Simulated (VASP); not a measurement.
Set up this calculation in VASP 6.6.1, as the native input.

```
Task                   : relaxation of cell and atoms
Functional             : PBEsol
Potentials or basis    : VASP PAW PBE potentials, release 64 (C)
Cutoff                 : 600 eV
k mesh                 : 12 × 12 × 12
Occupations            : gaussian, width 0.02 eV
Spin                   : no spin polarisation
Dipole correction      : no
Further INCAR settings : ALGO = Normal; EDIFF = 1e-06; IBRION = 2; EDIFFG = -0.01; NSW = 80; ISIF = 3
```

The structure of C lies in POSCAR:

```
C
1.0
    0.0000000000      1.7769267971      1.7769267971
    1.7769267971      0.0000000000      1.7769267971
    1.7769267971      1.7769267971      0.0000000000
C
2
Direct
    0.0000000000      0.0000000000      0.0000000000
    0.2500000000      0.2500000000      0.2500000000
```

One way to write it, as run:

INCAR

```
SYSTEM = C
  PREC = Accurate
  ENCUT = 600
  EDIFF = 1E-6
  ISMEAR = 0
  SIGMA = 0.02
  LREAL = .FALSE.
  LASPH = .TRUE.
  NELM = 80
  ALGO = Normal
  ISIF = 3
  LWAVE = .FALSE.
  LCHARG = .FALSE.
  GGA = PS
  IBRION = 2
  NSW = 80
  EDIFFG = -0.01
```

KPOINTS

```
regular mesh
0
G
  12 12 12
  0 0 0
```

Potentials or basis: VASP PAW PBE potentials, release 64 (C).

Command:

```sh
$ cat potpaw_PBE.64/C/POTCAR > POTCAR
$ mpirun -np 1 vasp_std > vasp.out
```

It gave:

* Relaxed volume: 5.62 Å³/atom
* Relaxed cell: a = 2.514 Å, b = 2.514 Å, c = 2.514 Å, α = 60.00°, β = 60.00°, γ = 60.00°
* Space group after relaxing (to 0.05 Å): Fd-3m (No. 227)
* Energy gained by relaxing: 0.0 meV/atom
* Ionic steps: 3
* Pressure after relaxing: 0.0 GPa
* Band gap on the k mesh: 4.06 eV, indirect (least direct gap 5.57 eV)

Caveat: the PAW data sets were made with another functional, which shifts forces and pressure a little.

It took 7.6 s on 1 thread of Intel Xeon 6975P-C (shared host), peak memory 0.12 GiB.
